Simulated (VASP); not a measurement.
# Ni (Fm-3m) in VASP: single point with PBE

Aim: the single point of Ni with PBE.

All numbers are computed with VASP 6.6.1; they aren't measurements. Logs are shortened: lines on timing, memory, paths and dates and some standing lists are left out, and cuts for length are marked.

**1. The cell of the first run**

The structure is cubic, space group Fm-3m (No. 225). Conventional cell: a = 3.615 Å, b = 3.615 Å, c = 3.615 Å, α = 90.00°, β = 90.00°, γ = 90.00°. Ni (site symmetry m-3m) has 12 Ni at 2.56 Å within 3.4 Å.

**2. Single point, PBE, collinear spin, antiferromagnetic start**

INCAR

```
SYSTEM = Ni
ALGO = Normal
EDIFF = 1E-6
ENCUT = 520
GGA = PE
ISIF = 2
ISMEAR = -1
ISPIN = 2
ISYM = 0
KPAR = 2
LASPH = .True.
LCHARG = .False.
LMAXMIX = 4
LORBIT = 11
LREAL = .False.
LWAVE = .False.
MAGMOM = 2 -2
NBANDS = 21
NELM = 150
PREC = Accurate
SIGMA = 0.1
```

KPOINTS

```
k-points
0
Gamma
  13 13 13
  0 0 0
```

POSCAR

```
Ni
1.0
    3.6150000000      1.8075000000      1.8075000000
    1.8075000000      3.6150000000      1.8075000000
    1.8075000000      1.8075000000      3.6150000000
Ni
2
Direct
    0.0000000000      0.0000000000      0.0000000000
    0.5000000000      0.5000000000      0.5000000000
```

Potentials or basis: VASP PAW PBE potentials, release 64 (Ni).

Command:

```
$ cat potpaw_PBE.64/Ni/POTCAR > POTCAR
$ mpirun -np 2 vasp_std > vasp.out
```

OUTCAR:

```text
SYSTEM = Ni
   EDIFF = 1E-6
   ENCUT = 520
   GGA = PE
   ISIF = 2
   ISMEAR = -1
   ISPIN = 2
   ISYM = 0
   LASPH = .True.
   LORBIT = 11
   LREAL = .False.
   NELM = 150
   PREC = Accurate

 ion  position               nearest neighbor table
   1  0.000  0.000  0.000-   2 2.56   2 2.56   2 2.56   2 2.56   2 2.56   2 2.56
   2  0.500  0.500  0.500-   1 2.56   1 2.56   1 2.56   1 2.56   1 2.56   1 2.56

IMPORTANT INFORMATION: All symmetrisations will be switched off!
NOSYMM: (Re-)initialisation of all symmetry stuff for point group C_1.

----------------------------------------------------------------------------------------

                                     Primitive cell

  volume of cell :      23.6208

  direct lattice vectors                    reciprocal lattice vectors
     3.615000000  1.807500000  1.807500000     0.414937759 -0.138312586 -0.138312586
     1.807500000  3.615000000  1.807500000    -0.138312586  0.414937759 -0.138312586
     1.807500000  1.807500000  3.615000000    -0.138312586 -0.138312586  0.414937759

  length of vectors
     4.427452710  4.427452710  4.427452710     0.458730953  0.458730953  0.458730953

  position of ions in fractional coordinates (direct lattice)
     0.000000000  0.000000000  0.000000000
     0.500000000  0.500000000  0.500000000

  ion indices of the primitive-cell ions
   primitive index   ion index
                 1           1
                 2           2

----------------------------------------------------------------------------------------

 KPOINTS: k-points

Automatic generation of k-mesh.
 Grid dimensions read from file:
 generate k-points for:   13   13   13

 Generating k-lattice:

  Cartesian coordinates                     Fractional coordinates (reciprocal lattice)
     0.031918289 -0.010639430 -0.010639430     0.076923077  0.000000000  0.000000000
    -0.010639430  0.031918289 -0.010639430     0.000000000  0.076923077  0.000000000
    -0.010639430 -0.010639430  0.031918289     0.000000000  0.000000000  0.076923077

  Length of vectors
     0.035286996  0.035286996  0.035286996

  Shift w.r.t. Gamma in fractional coordinates (k-lattice)
     0.000000000  0.000000000  0.000000000

 Subroutine IBZKPT returns following result:
 ===========================================

 Found   1099 irreducible k-points:

 Following reciprocal coordinates:
            Coordinates               Weight
  0.000000  0.000000  0.000000      1.000000
  0.076923 -0.000000 -0.000000      2.000000
 -0.000000  0.076923 -0.000000      2.000000
  0.000000  0.000000  0.076923      2.000000
  0.153846  0.000000  0.000000      2.000000
  0.000000  0.153846  0.000000      2.000000
[... 16 lines left out ...]
  0.153846  0.076923  0.000000      2.000000
 -0.153846 -0.000000 -0.076923      2.000000
 [... further k-points ...]
   k-points           NKPTS =   1099   k-points in BZ     NKDIM =   1099   number of bands    NBANDS=     21
   number of dos      NEDOS =    301   number of ions     NIONS =      2
   total plane-waves  NPLWV =  46656
   dimension x,y,z NGX =    36 NGY =   36 NGZ =   36
   dimension x,y,z NGXF=    72 NGYF=   72 NGZF=   72
   ions per type =               2
   NGX,Y,Z   is equivalent  to a cutoff of  13.52, 13.52, 13.52 a.u.
   NGXF,Y,Z  is equivalent  to a cutoff of  27.04, 27.04, 27.04 a.u.
 SYSTEM =  Ni
   PREC   = accura    normal or accurate (medium, high low for compatibility)
   ISTART =      0    job   : 0-new  1-cont  2-samecut
   ICHARG =      2    charge: 1-file 2-atom 10-const
   ISPIN  =      2    spin polarized calculation?
   LNONCOLLINEAR =      F non collinear calculations
   LSORBIT =      F    spin-orbit coupling
   LASPH  =      T    aspherical Exc in radial PAW
   ENCUT  =  520.0 eV  38.22 Ry    6.18 a.u.   8.23  8.23  8.23*2*pi/ulx,y,z
   NELM   =    150;   NELMIN=  2; NELMDL= -5     # of ELM steps
   EDIFF  = 0.1E-05   stopping-criterion for ELM
   LREAL  =      F    real-space projection
   EDIFFG = 0.1E-04   stopping-criterion for IOM
   NSW    =      0    number of steps for IOM
   IBRION =     -1    ionic relax: 0-MD 1-quasi-New 2-CG
   NFREE  =      0    steps in history (QN), initial steepest desc. (CG)
   ISIF   =      2    stress and relaxation
   ISYM   =      0    0-nonsym 1-usesym 2-fastsym
   POTIM  = 0.5000    time-step for ionic-motion
   TEBEG  =    0.0;   TEEND  =   0.0 temperature during run
   PSTRESS=    0.0 pullay stress
   NELECT =      20.0000    total number of electrons
   NUPDOWN=      -1.0000    fix difference up-down
   EMIN   =  10.00;   EMAX   =-10.00  energy-range for DOS
   EFERMI =   0.00;   METHOD = LEGACY
   ISMEAR =    -1;   SIGMA  =   0.10  broadening in eV -4-tet -1-fermi 0-gaus
   EFERMI_NEDOS =   21; number of points for ismear=-14 and -15
   IALGO  =     38    algorithm
   IMIX   =      4    mixing-type and parameters
     AMIX     =   0.40;   BMIX     =  1.00
     AMIX_MAG =   1.60;   BMIX_MAG =  1.00
  volume/ion in A,a.u.               =      11.81        79.70
  Fermi-wavevector in a.u.,A,eV,Ry     =   1.548769  2.926748 32.636078  2.398684
  Thomas-Fermi vector in A             =   2.653671
   LORBIT       =     11    0 simple, 1 ext, 2 COOP (PROOUT), +10 PAW based schemes
   GGA     = PE    functional components
   LHFCALC =     F    Hartree Fock is set to
   AEXX    =    0.0000 exact exchange contribution
   IVDW    =     0    specifies the selected vdW correction
   LEPSILON=     F    determine dielectric tensor
   LRPA    =     F    only Hartree local field effects (RPA)
 spin polarized calculation
  energy-cutoff  :      520.00
  volume of cell :       23.62
 maximum number of plane-waves:       663
 NGX is ok and might be reduce to    36
   NGX = 17   NGY = 17   NGZ = 17

 number of electron      19.9999996 magnetization      -0.0001724

 number of electron      19.9999996 magnetization       0.0000038

 Free energy of the ion-electron system (eV)
  ---------------------------------------------------
  ext. energy  EPLUGINS =         0.00000000
  ---------------------------------------------------
  free energy    TOTEN  =       -10.84115307 eV

  energy without entropy =      -10.65255295  energy(sigma->0) =      -10.74685301

 E-fermi :   8.0966     XC(G=0): -12.7765

 val. band max:        8.0957185375   @ k =   0.2308  -0.2308   0.4615
 cond. band min:       8.0972818765   @ k =   0.3846   0.2308  -0.2308
 fundamental gap:      0.0015633390
 Fermi energy:         8.0966059875

 spin component 1

 k-point     1 :       0.0000    0.0000    0.0000
  band No.  band energies     occupation
      1      -0.2087      1.00000
      2       4.0943      1.00000
      3       6.3775      1.00000
      4       6.3775      1.00000
      5       6.4326      1.00000
      6       6.4439      1.00000
[... 13 lines left out ...]
     20      34.5084      0.00000
     21      34.5087      0.00000

 k-point     2 :       0.0769   -0.0000   -0.0000
  band No.  band energies     occupation
      1      -0.0091      1.00000
      2       4.2161      1.00000
      3       6.2920      1.00000
      4       6.3772      1.00000
      5       6.4468      1.00000
      6       6.4798      1.00000
[... 13 lines left out ...]
     20      34.3217      0.00000
     21      35.8235      0.00000

 k-point     3 :      -0.0000    0.0769   -0.0000
  band No.  band energies     occupation
      1      -0.0091      1.00000
      2       4.2161      1.00000
      3       6.2920      1.00000
      4       6.3772      1.00000
      5       6.4468      1.00000
      6       6.4798      1.00000
[... 13 lines left out ...]
     20      34.3217      0.00000
     21      35.8235      0.00000

 k-point     4 :       0.0000    0.0000    0.0769
  band No.  band energies     occupation
      1      -0.0091      1.00000
      2       4.2161      1.00000
      3       6.2920      1.00000
      4       6.3772      1.00000
      5       6.4468      1.00000
      6       6.4798      1.00000
[... 13 lines left out ...]
     20      34.3217      0.00000
     21      35.8235      0.00000

 k-point     5 :       0.1538    0.0000    0.0000
  band No.  band energies     occupation
      1       0.5773      1.00000
      2       4.5487      1.00000
      3       6.0335      1.00000
      4       6.2054      1.00000
      5       6.5923      1.00000
      6       6.6034      1.00000
[... 13 lines left out ...]
     20      34.1155      0.00000
     21      37.5699      0.00000
[... 382 lines left out ...]
     20      33.9917      0.00000
     21      36.1924      0.00000

 k-point    22 :      -0.0000    0.0769    0.0769
  band No.  band energies     occupation
      1       0.0089      1.00000
      2       4.2052      1.00000
      3       6.2899      1.00000
      4       6.3826      1.00000
      5       6.4499      1.00000
      6       6.4783      1.00000
[... 13 lines left out ...]
     20      33.9917      0.00000
     21      36.1924      0.00000

 k-point    23 :       0.1538    0.0769    0.0000
  band No.  band energies     occupation
      1       0.4192      1.00000
      2       4.4239      1.00000
      3       6.1113      1.00000
      4       6.2602      1.00000
      5       6.5582      1.00000
      6       6.5673      1.00000
[... 13 lines left out ...]
     20      34.6641      0.00000
     21      36.1852      0.00000

 k-point    24 :      -0.1538   -0.0000   -0.0769
  band No.  band energies     occupation
      1       0.4192      1.00000
      2       4.4239      1.00000
      3       6.1113      1.00000
      4       6.2602      1.00000
      5       6.5582      1.00000
      6       6.5673      1.00000
[... 13 lines left out ...]
     20      34.6641      0.00000
     21      36.1852      0.00000

 [... further k-points ...]

 spin component 2

 k-point     1 :       0.0000    0.0000    0.0000
  band No.  band energies     occupation
      1      -0.2087      1.00000
      2       4.0943      1.00000
      3       6.3775      1.00000
      4       6.3775      1.00000
      5       6.4326      1.00000
      6       6.4439      1.00000
[... 13 lines left out ...]
     20      34.5084      0.00000
     21      34.5087      0.00000

 k-point     2 :       0.0769   -0.0000   -0.0000
  band No.  band energies     occupation
      1      -0.0091      1.00000
      2       4.2161      1.00000
      3       6.2920      1.00000
      4       6.3772      1.00000
      5       6.4468      1.00000
      6       6.4798      1.00000
[... 13 lines left out ...]
     20      34.3217      0.00000
     21      35.8235      0.00000

 k-point     3 :      -0.0000    0.0769   -0.0000
  band No.  band energies     occupation
      1      -0.0091      1.00000
      2       4.2161      1.00000
      3       6.2920      1.00000
      4       6.3772      1.00000
      5       6.4468      1.00000
      6       6.4798      1.00000
[... 13 lines left out ...]
     20      34.3217      0.00000
     21      35.8235      0.00000

 k-point     4 :       0.0000    0.0000    0.0769
  band No.  band energies     occupation
      1      -0.0091      1.00000
      2       4.2161      1.00000
      3       6.2920      1.00000
      4       6.3772      1.00000
      5       6.4468      1.00000
      6       6.4798      1.00000
[... 13 lines left out ...]
     20      34.3217      0.00000
     21      35.8235      0.00000

 k-point     5 :       0.1538    0.0000    0.0000
  band No.  band energies     occupation
      1       0.5773      1.00000
      2       4.5487      1.00000
      3       6.0335      1.00000
      4       6.2054      1.00000
      5       6.5923      1.00000
      6       6.6034      1.00000
[... 13 lines left out ...]
     20      34.1155      0.00000
     21      37.5699      0.00000
[... 382 lines left out ...]
     20      33.9917      0.00000
     21      36.1924      0.00000

 k-point    22 :      -0.0000    0.0769    0.0769
  band No.  band energies     occupation
      1       0.0089      1.00000
      2       4.2052      1.00000
      3       6.2899      1.00000
      4       6.3826      1.00000
      5       6.4499      1.00000
      6       6.4783      1.00000
[... 13 lines left out ...]
     20      33.9917      0.00000
     21      36.1924      0.00000

 k-point    23 :       0.1538    0.0769    0.0000
  band No.  band energies     occupation
      1       0.4192      1.00000
      2       4.4239      1.00000
      3       6.1113      1.00000
      4       6.2602      1.00000
      5       6.5582      1.00000
      6       6.5673      1.00000
[... 13 lines left out ...]
     20      34.6641      0.00000
     21      36.1852      0.00000

 k-point    24 :      -0.1538   -0.0000   -0.0769
  band No.  band energies     occupation
      1       0.4192      1.00000
      2       4.4239      1.00000
      3       6.1113      1.00000
      4       6.2602      1.00000
      5       6.5582      1.00000
      6       6.5673      1.00000
[... 13 lines left out ...]
     20      34.6641      0.00000
     21      36.1852      0.00000

 [... further k-points ...]

------------------------ aborting loop because EDIFF is reached ----------------------------------------

  FORCE on cell =-STRESS in cart. coord.  units (eV):
  Direction    XX          YY          ZZ          XY          YZ          ZX
  --------------------------------------------------------------------------------------
  -------------------------------------------------------------------------------------
  Total       -1.9845089     -1.9845071     -1.9845070     -0.0019086     -0.0019092     -0.0019100
  in kB     -134.6073365   -134.6072133   -134.6072041     -0.1294572     -0.1294982     -0.1295560
  external PRESSURE =    -134.6072513 kB  Pullay stress =       0.0000000 kB

 VOLUME and BASIS-vectors are now :
 -----------------------------------------------------------------------------
  energy-cutoff  :      520.00
  volume of cell :       23.62
      direct lattice vectors                 reciprocal lattice vectors
     3.615000000  1.807500000  1.807500000     0.414937759 -0.138312586 -0.138312586
     1.807500000  3.615000000  1.807500000    -0.138312586  0.414937759 -0.138312586
     1.807500000  1.807500000  3.615000000    -0.138312586 -0.138312586  0.414937759

 POSITION                                       TOTAL-FORCE (eV/Angst)
 -----------------------------------------------------------------------------------
      0.00000      0.00000      0.00000         0.000000      0.000000     -0.000000
      3.61500      3.61500      3.61500        -0.000000     -0.000000      0.000000
 -----------------------------------------------------------------------------------
    total drift:                                0.000001     -0.000000     -0.000000

  FREE ENERGIE OF THE ION-ELECTRON SYSTEM (eV)
  ---------------------------------------------------
  free  energy   TOTEN  =       -10.8411530671 eV

  energy  without entropy=      -10.6525529456  energy(sigma->0) =      -10.74685301

 total charge

# of ion       s       p       d       tot
------------------------------------------
    1        0.461   0.425   8.293   9.179
    2        0.461   0.425   8.293   9.179
--------------------------------------------------
tot          0.922   0.850  16.587  18.358

 magnetization (x)

# of ion       s       p       d       tot
------------------------------------------
    1       -0.000   0.000   0.062   0.062
    2        0.000  -0.000  -0.062  -0.062
--------------------------------------------------
tot          0.000   0.000   0.000   0.000
```

Wall time 23 min (2 MPI ranks of AMD EPYC 9R45 (Zen 5), shared host); peak memory 0.82 GiB.

Results:

```yaml
Free_energy: -10.8412 eV
Pressure: -13.5 GPa
Band_gap_on_the_k_mesh: zero (filled and empty bands overlap)
Net_moment: 0.00 μB per cell
Site_moments: Ni +0.06, -0.06 μB
Valence_electrons_inside_the_program's_atomic_spheres: Ni 9.18
```

Caveat: the cell stands under tension.
